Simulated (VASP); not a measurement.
# TaN (Immm) in VASP: single point with PBE

Aim: the single point of TaN with PBE.

Program: VASP 6.6.1. These are calculated values, not measurements. Logs are shortened: lines on timing, memory, paths and dates and some standing lists are left out, and cuts for length are marked.

## 1. The cell of the first run

The structure is orthorhombic, space group Immm (No. 71). The conventional cell has a = 3.984 Å, b = 4.081 Å, c = 4.106 Å, α = 90.00°, β = 90.00°, γ = 90.00°. Ta (site symmetry mmm) has 2 N at 2.04 Å within 2.7 Å. N (site symmetry mmm) has 2 Ta at 2.04 Å within 2.7 Å.

The cell was generated, and may not be a known phase.

## 2. Single point, PBE, collinear spin

Contents of INCAR:

```
  PREC = Accurate
  ENCUT = 700
  EDIFF = 1E-6
  ISMEAR = 0
  SIGMA = 0.1
  LREAL = False
  LASPH = True
  NELM = 200
  ALGO = Normal
  ISIF = 2
  LWAVE = False
  LCHARG = False
  ISPIN = 2
  MAGMOM = 1 0
  LORBIT = 11
  LMAXMIX = 4
  GGA = PE
  NBANDS = 20
  GGA_COMPAT = False
```

Contents of KPOINTS:

```
Automatic mesh
0
Gamma
  6 6 6
```

Contents of POSCAR:

```
TaN
1.0
   -1.9918827500      2.0403509400      2.0531032100
    1.9918827500     -2.0403509400      2.0531032100
    1.9918827500      2.0403509400     -2.0531032100
Ta N
1 1
Direct
    0.0000000000      0.0000000000      0.0000000000
    0.5000000000      0.0000000000      0.5000000000
```

Potentials or basis: VASP PAW PBE potentials, release 64 (Ta_sv_GW, N).

Started as:

```bash
> cat potpaw_PBE.64/Ta_sv_GW/POTCAR potpaw_PBE.64/N/POTCAR > POTCAR
> mpirun -np 1 vasp_std > vasp.out
```

OUTCAR:

```text
PREC = Accurate
   ENCUT = 700
   EDIFF = 1E-6
   ISMEAR = 0
   LREAL = False
   LASPH = True
   NELM = 200
   ISIF = 2
   ISPIN = 2
   LORBIT = 11
   GGA = PE

 ion  position               nearest neighbor table
   1  0.000  0.000  0.000-   2 2.04   2 2.04
   2  0.500  0.000  0.500-   1 2.04   1 2.04

  LATTYP: Found a body centered orthorhombic cell.
 ALAT       =     3.9837655000
 B/A-ratio  =     1.0243328529
 C/A-ratio  =     1.0307349717

  Lattice vectors:

 A1 = (  -1.9918827500,   2.0403509400,   2.0531032100)
 A2 = (   1.9918827500,  -2.0403509400,   2.0531032100)
 A3 = (   1.9918827500,   2.0403509400,  -2.0531032100)

Analysis of symmetry for initial positions (statically):
=====================================================================
 Subroutine PRICEL returns:
 Original cell was already a primitive cell.

 Routine SETGRP: Setting up the symmetry group for a
 body centered orthorhombic supercell.

 Subroutine GETGRP returns: Found  8 space group operations
 (whereof  8 operations were pure point group operations)
 out of a pool of  8 trial point group operations.

The static configuration has the point symmetry D_2h.

Analysis of symmetry for dynamics (positions and initial velocities):
=====================================================================
 Subroutine PRICEL returns:
 Original cell was already a primitive cell.

 Routine SETGRP: Setting up the symmetry group for a
 body centered orthorhombic supercell.

 Subroutine GETGRP returns: Found  8 space group operations
 (whereof  8 operations were pure point group operations)
 out of a pool of  8 trial point group operations.

The dynamic configuration has the point symmetry D_2h.

Analysis of structural, dynamic, and magnetic symmetry:
=====================================================================
 Subroutine PRICEL returns:
 Original cell was already a primitive cell.

 Routine SETGRP: Setting up the symmetry group for a
 body centered orthorhombic supercell.

 Subroutine GETGRP returns: Found  8 space group operations
 (whereof  8 operations were pure point group operations)
 out of a pool of  8 trial point group operations.

The overall configuration has the point symmetry D_2h.

 Subroutine INISYM returns: Found  8 space group operations
 (whereof  8 operations are pure point group operations),
 and found     1 'primitive' translations

----------------------------------------------------------------------------------------

                                     Primitive cell

  volume of cell :      33.3764

  direct lattice vectors                    reciprocal lattice vectors
    -1.991882750  2.040350940  2.053103210     0.000000000  0.245055882  0.243533787
     1.991882750 -2.040350940  2.053103210     0.251018791  0.000000000  0.243533787
     1.991882750  2.040350940 -2.053103210     0.251018791  0.245055882  0.000000000

  length of vectors
     3.513667833  3.513667833  3.513667833     0.345486745  0.349741532  0.350803106

  position of ions in fractional coordinates (direct lattice)
     0.000000000  0.000000000  0.000000000
     0.500000000  0.000000000  0.500000000

  ion indices of the primitive-cell ions
   primitive index   ion index
                 1           1
                 2           2

----------------------------------------------------------------------------------------

 KPOINTS: Automatic mesh

Automatic generation of k-mesh.
 Grid dimensions read from file:
 generate k-points for:    6    6    6

 Generating k-lattice:

  Cartesian coordinates                     Fractional coordinates (reciprocal lattice)
     0.000000000  0.040842647  0.040588965     0.166666667  0.000000000  0.000000000
     0.041836465  0.000000000  0.040588965    -0.000000000  0.166666667  0.000000000
     0.041836465  0.040842647  0.000000000    -0.000000000  0.000000000  0.166666667

  Length of vectors
     0.057581124  0.058290255  0.058467184

  Shift w.r.t. Gamma in fractional coordinates (k-lattice)
     0.000000000  0.000000000  0.000000000

 Subroutine IBZKPT returns following result:
 ===========================================

 Found     46 irreducible k-points:

 Following reciprocal coordinates:
            Coordinates               Weight
  0.000000  0.000000  0.000000      1.000000
  0.166667 -0.000000  0.000000      4.000000
  0.333333 -0.000000  0.000000      4.000000
  0.500000 -0.000000  0.000000      2.000000
  0.000000  0.166667 -0.000000      4.000000
  0.166667  0.166667  0.000000      8.000000
[... 16 lines left out ...]
 -0.166667  0.166667  0.166667      2.000000
  0.166667  0.333333  0.166667      4.000000
 [... further k-points ...]
   k-points           NKPTS =     46   k-points in BZ     NKDIM =     46   number of bands    NBANDS=     20
   number of dos      NEDOS =    301   number of ions     NIONS =      2
   total plane-waves  NPLWV =  27000
   dimension x,y,z NGX =    30 NGY =   30 NGZ =   30
   dimension x,y,z NGXF=    60 NGYF=   60 NGZF=   60
   ions per type =               1   1
   NGX,Y,Z   is equivalent  to a cutoff of  14.19, 14.19, 14.19 a.u.
   NGXF,Y,Z  is equivalent  to a cutoff of  28.39, 28.39, 28.39 a.u.
 SYSTEM =  unknown system
   PREC   = accura    normal or accurate (medium, high low for compatibility)
   ISTART =      0    job   : 0-new  1-cont  2-samecut
   ICHARG =      2    charge: 1-file 2-atom 10-const
   ISPIN  =      2    spin polarized calculation?
   LNONCOLLINEAR =      F non collinear calculations
   LSORBIT =      F    spin-orbit coupling
   LASPH  =      T    aspherical Exc in radial PAW
   ENCUT  =  700.0 eV  51.45 Ry    7.17 a.u.   7.58  7.58  7.58*2*pi/ulx,y,z
   NELM   =    200;   NELMIN=  2; NELMDL= -5     # of ELM steps
   EDIFF  = 0.1E-05   stopping-criterion for ELM
   LREAL  =      F    real-space projection
   EDIFFG = 0.1E-04   stopping-criterion for IOM
   NSW    =      0    number of steps for IOM
   IBRION =     -1    ionic relax: 0-MD 1-quasi-New 2-CG
   NFREE  =      0    steps in history (QN), initial steepest desc. (CG)
   ISIF   =      2    stress and relaxation
   ISYM   =      2    0-nonsym 1-usesym 2-fastsym
   POTIM  = 0.5000    time-step for ionic-motion
   TEBEG  =    0.0;   TEEND  =   0.0 temperature during run
   PSTRESS=    0.0 pullay stress
   NELECT =      18.0000    total number of electrons
   NUPDOWN=      -1.0000    fix difference up-down
   EMIN   =  10.00;   EMAX   =-10.00  energy-range for DOS
   EFERMI =   0.00;   METHOD = LEGACY
   ISMEAR =     0;   SIGMA  =   0.10  broadening in eV -4-tet -1-fermi 0-gaus
   EFERMI_NEDOS =   21; number of points for ismear=-14 and -15
   IALGO  =     38    algorithm
   IMIX   =      4    mixing-type and parameters
     AMIX     =   0.40;   BMIX     =  1.00
     AMIX_MAG =   1.60;   BMIX_MAG =  1.00
  volume/ion in A,a.u.               =      16.69       112.62
  Fermi-wavevector in a.u.,A,eV,Ry     =   1.332557  2.518168 24.159984  1.775709
  Thomas-Fermi vector in A             =   2.461483
   LORBIT       =     11    0 simple, 1 ext, 2 COOP (PROOUT), +10 PAW based schemes
   GGA     = PE    functional components
   LHFCALC =     F    Hartree Fock is set to
   AEXX    =    0.0000 exact exchange contribution
   IVDW    =     0    specifies the selected vdW correction
   LEPSILON=     F    determine dielectric tensor
   LRPA    =     F    only Hartree local field effects (RPA)
 spin polarized calculation
 Gauss-broadening in eV      SIGMA  =   0.10
  energy-cutoff  :      700.00
  volume of cell :       33.38
 maximum number of plane-waves:      1425
   NGX = 15   NGY = 15   NGZ = 15

 number of electron      17.9999999 magnetization      -0.0246306

 number of electron      18.0000000 magnetization       0.1182055

 Free energy of the ion-electron system (eV)
  ---------------------------------------------------
  ext. energy  EPLUGINS =         0.00000000
  ---------------------------------------------------
  free energy    TOTEN  =       -21.77824205 eV

  energy without entropy =      -21.76979767  energy(sigma->0) =      -21.77401986

 E-fermi :   7.4990     XC(G=0): -11.1862

 val. band max:        7.4890497337   @ k =  -0.3333   0.3333   0.1667
 cond. band min:       7.5277628560   @ k =   0.5000   0.1667   0.0000
 fundamental gap:      0.0387131223
 Fermi energy:         7.4990006347

 spin component 1

 k-point     1 :       0.0000    0.0000    0.0000
  band No.  band energies     occupation
      1     -62.1793      1.00000
      2     -28.5453      1.00000
      3     -28.5287      1.00000
      4     -28.4017      1.00000
      5      -8.4379      1.00000
      6       4.2039      1.00000
[... 12 lines left out ...]
     19      25.8382      0.00000
     20      26.6959      0.00000

 k-point     2 :       0.1667   -0.0000    0.0000
  band No.  band energies     occupation
      1     -62.1777      1.00000
      2     -28.5648      1.00000
      3     -28.5401      1.00000
      4     -28.4235      1.00000
      5      -8.0571      1.00000
      6       2.9529      1.00000
[... 12 lines left out ...]
     19      24.8784      0.00000
     20      26.2211      0.00000
[... 465 lines left out ...]
      3     -28.5697      1.00000
      4     -28.4278      1.00000
      5      -8.1393      1.00000
      6       2.3784      1.00000
[... 12 lines left out ...]
     19      24.2899      0.00000
     20      24.6213      0.00000

 k-point    24 :       0.1667    0.3333    0.1667
  band No.  band energies     occupation
      1     -62.1729      1.00000
      2     -28.6370      1.00000
      3     -28.5677      1.00000
      4     -28.4866      1.00000
      5      -6.9893      1.00000
      6       1.6960      1.00000
[... 12 lines left out ...]
     19      23.9027      0.00000
     20      24.5808      0.00000

 [... further k-points ...]

 spin component 2

 k-point     1 :       0.0000    0.0000    0.0000
  band No.  band energies     occupation
      1     -62.1419      1.00000
      2     -28.4846      1.00000
      3     -28.4581      1.00000
      4     -28.3764      1.00000
      5      -8.4325      1.00000
      6       4.3017      1.00000
[... 12 lines left out ...]
     19      25.8846      0.00000
     20      26.7234      0.00000

 k-point     2 :       0.1667   -0.0000    0.0000
  band No.  band energies     occupation
      1     -62.1404      1.00000
      2     -28.5050      1.00000
      3     -28.4696      1.00000
      4     -28.3972      1.00000
      5      -8.0525      1.00000
      6       2.9976      1.00000
[... 12 lines left out ...]
     19      24.9648      0.00000
     20      26.2695      0.00000
[... 465 lines left out ...]
      3     -28.4990      1.00000
      4     -28.4025      1.00000
      5      -8.1360      1.00000
      6       2.4220      1.00000
[... 12 lines left out ...]
     19      24.3501      0.00000
     20      24.6762      0.00000

 k-point    24 :       0.1667    0.3333    0.1667
  band No.  band energies     occupation
      1     -62.1355      1.00000
      2     -28.5725      1.00000
      3     -28.5006      1.00000
      4     -28.4613      1.00000
      5      -6.9887      1.00000
      6       1.7040      1.00000
[... 12 lines left out ...]
     19      23.9579      0.00000
     20      24.6463      0.00000

 [... further k-points ...]

------------------------ aborting loop because EDIFF is reached ----------------------------------------

  FORCE on cell =-STRESS in cart. coord.  units (eV):
  Direction    XX          YY          ZZ          XY          YZ          ZX
  --------------------------------------------------------------------------------------
  -------------------------------------------------------------------------------------
  Total       -5.9075171     -2.9030145     -5.7432377     -0.0000000      0.0000000      0.0000000
  in kB     -283.5803646   -139.3542976   -275.6944093     -0.0000000      0.0000000      0.0000000
  external PRESSURE =    -232.8763572 kB  Pullay stress =       0.0000000 kB

 VOLUME and BASIS-vectors are now :
 -----------------------------------------------------------------------------
  energy-cutoff  :      700.00
  volume of cell :       33.38
      direct lattice vectors                 reciprocal lattice vectors
    -1.991882750  2.040350940  2.053103210     0.000000000  0.245055882  0.243533787
     1.991882750 -2.040350940  2.053103210     0.251018791  0.000000000  0.243533787
     1.991882750  2.040350940 -2.053103210     0.251018791  0.245055882  0.000000000

 POSITION                                       TOTAL-FORCE (eV/Angst)
 -----------------------------------------------------------------------------------
      0.00000      0.00000      0.00000        -0.000000     -0.000000      0.000000
      0.00000      2.04035      0.00000         0.000000      0.000000     -0.000000
 -----------------------------------------------------------------------------------
    total drift:                               -0.000000     -0.000000      0.000000

  FREE ENERGIE OF THE ION-ELECTRON SYSTEM (eV)
  ---------------------------------------------------
  free  energy   TOTEN  =       -21.7782420506 eV

  energy  without entropy=      -21.7697976725  energy(sigma->0) =      -21.77401986

 total charge

# of ion       s       p       d       f       tot
--------------------------------------------------
    1        3.081   6.030   2.105   0.070  11.286
    2        1.291   2.298   0.000   0.000   3.589
--------------------------------------------------
tot          4.372   8.328   2.105   0.070  14.875

 magnetization (x)

# of ion       s       p       d       f       tot
--------------------------------------------------
    1        0.010   0.000   0.076   0.000   0.087
    2        0.001  -0.001   0.000   0.000  -0.000
--------------------------------------------------
tot          0.012  -0.001   0.076   0.000   0.087
```

Wall time 56 s (1 thread of AMD EPYC 9R45 (Zen 5), shared host); peak memory 0.22 GiB.

What came out:

- Free energy: -21.7782 eV
- Pressure: -23.3 GPa
- Net moment: 0.12 μB per cell
- Site moments: Ta +0.09; N -0.00 μB
- Valence electrons inside the program's atomic spheres: Ta 11.29; N 3.59

Stress tensor (GPa, compression positive):
```
-28.36   0.00   0.00
  0.00 -13.94   0.00
  0.00   0.00 -27.57
```

Caveat: the k points lie up to 0.37 Å⁻¹ apart; a moment this small can come from the mesh or the smearing; spin-orbit coupling is left out, which moves the levels of the heavy elements.
